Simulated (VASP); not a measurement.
Input of a VASP 6.6.1 run:

File INCAR:

```
ALGO = Normal
EDIFF = 1E-7
ENCUT = 520
GGA = PE
ISIF = 2
ISMEAR = 0
LASPH = T
LCHARG = T
LELF = T
LREAL = F
LVHAR = T
LWAVE = F
NBANDS = 7
NELM = 60
PREC = Accurate
SIGMA = 0.1
```

The input KPOINTS:

```
k-points
0
Gamma
  30 30 30
```

Contents of POSCAR:

```
Be
1.0
    0.0000000000      1.5784080585      1.5784080585
    1.5784080585      0.0000000000      1.5784080585
    1.5784080585      1.5784080585      0.0000000000
Be
1
Direct
    0.5000000000      0.5000000000      0.5000000000
```

Potentials or basis: VASP PAW PBE potentials, release 64 (Be).

The run is started by

```console
$ cat potpaw_PBE.64/Be/POTCAR > POTCAR
$ mpirun -np 1 vasp_std > vasp.out
```

Task: Predict the band gap on the k mesh.

Result: Zero (band 1 reaches 8.19 eV, above the bottom of band 2 at 7.50 eV).

Task: What does it give for the pressure?

Result: 0.1 GPa.
